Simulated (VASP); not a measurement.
## GaN: single point with PBE

GaN:

```
Ga N
1.0
    -3.21854    0.00000    0.00000
     0.00000    0.00000   -5.24338
     0.00000   -5.57467    0.00000
Ga N
4 4
Cartesian
  -1.6093 -1.0038 -0.0528
  0.0000 -3.6417 0.0044
  0.0000 -1.9329 -2.6173
  -1.6093 -4.5709 -2.6745
  -1.6093 -0.9416 -3.1622
  0.0000 -3.7037 -3.1870
  0.0000 -1.8710 -0.5653
  -1.6093 -4.6330 -0.5405
```

This cell differs from its parent crystal: mode 11 frozen in at -0.080 Å and mode 13 at +0.098 Å (largest displacements).

```yaml
Program: VASP 6.6.1
Task: single point
Functional: PBE
Potentials_or_basis: VASP PAW PBE potentials, release 64 (Ga_d, N)
Cutoff: 520 eV
k_mesh: 8 × 6 × 6
Occupations: gaussian, width 0.05 eV
Spin: no spin polarisation
Dipole_correction: no
Further_INCAR_settings: ALGO = Normal; EDIFF = 1e-06; NBANDS = 46
```

```
Pressure               : 2.1 GPa
Largest force          : 2.320 eV/Å
Band gap on the k mesh : 1.52 eV, direct
```

Forces on the atoms (eV/Å):
```
Ga   0.000  1.858  1.388
Ga   0.000 -2.112  0.515
Ga   0.000  2.112  0.515
Ga   0.000 -1.858  1.388
N    0.000  0.008 -0.793
N    0.000 -0.316 -1.111
N    0.000  0.316 -1.111
N    0.000 -0.008 -0.793
```

Stress tensor (GPa, compression positive):
```
 4.65  0.00  0.00
 0.00  5.10  0.00
 0.00  0.00 -3.35
```

Levels at points of the mesh, in eV from the valence-band top:
```csv
k point,band 32,band 33,band 34,band 35,band 36,band 37,band 38,band 39,band 40,band 41
"(0.00, 0.00, 0.00)",-1.18,-0.85,-0.30,-0.23,0.00,1.52,3.62,4.71,5.18,5.87
"(0.50, 0.00, 0.00)",-3.54,-2.57,-2.41,-2.00,-1.40,5.55,6.01,6.32,6.44,7.09
"(0.00, 0.50, 0.00)",-1.74,-0.73,-0.73,-0.63,-0.63,3.77,3.77,4.27,4.27,7.09
"(0.50, 0.50, 0.00)",-3.49,-1.86,-1.86,-1.24,-1.24,5.26,5.26,5.72,5.72,7.52
"(0.00, 0.00, 0.50)",-2.14,-0.90,-0.68,-0.60,-0.45,3.71,4.04,5.37,5.48,7.04
"(0.50, 0.00, 0.50)",-2.72,-2.13,-1.76,-1.57,-1.26,4.29,4.95,5.09,5.34,5.52
"(0.00, 0.50, 0.50)",-2.07,-1.82,-1.82,-1.08,-1.08,4.68,4.68,5.23,5.23,6.99
"(0.50, 0.50, 0.50)",-2.07,-2.00,-2.00,-1.43,-1.43,3.85,3.85,4.54,4.54,6.84
```

Wall time 11 min on 1 thread of AMD EPYC 9755 128-Core Processor, on a shared host, peak memory 0.34 GiB.

Caveat: the cell differs from its parent crystal (mode 11 frozen in at -0.080 Å and mode 13 at +0.098 Å (largest displacements)); forces of over 1 eV/Å act on the atoms, so gaps and moduli don't describe the material at rest.
